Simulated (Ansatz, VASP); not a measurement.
## One calculation of WSe2, two programs

```
W Se
1.0
     3.29000    0.00000    0.00000
    -1.64500    2.84922    0.00000
     0.00000    0.00000   12.84030
W Se
2 4
Direct
  0.33333 0.66667 0.25000
  0.66667 0.33333 0.75000
  0.33333 0.66667 0.62100
  0.66667 0.33333 0.12100
  0.33333 0.66667 0.87900
  0.66667 0.33333 0.37900
```

Change from the starting cell: zz strain of -1 %.

Alike in both runs: task single point; functional PBE; k mesh 11 × 11 × 3; occupations fermi-dirac, width 0.08 eV; no spin polarisation.

```csv
,VASP,Ansatz
version,VASP 6.6.1,Ansatz 0.2.0
potentials or method,"VASP PAW PBE potentials, release 64 (W_sv, Se), cutoff 520 eV","all-electron LAPW, scalar-relativistic"
```

```csv
,VASP,Ansatz,Ansatz less VASP
pressure (GPa),5.7,5.4,-0.30
"traceless stress, the component that is largest in VASP (GPa)",1.96,1.87,-0.093
rms of the force components (eV/Å),0.239,0.216,-0.0223
```

Atom by atom the forces differ by 0.022 eV/Å (rms over components). Ansatz ran all-electron here, and VASP with PAW potentials.

Spin-orbit coupling is off throughout.
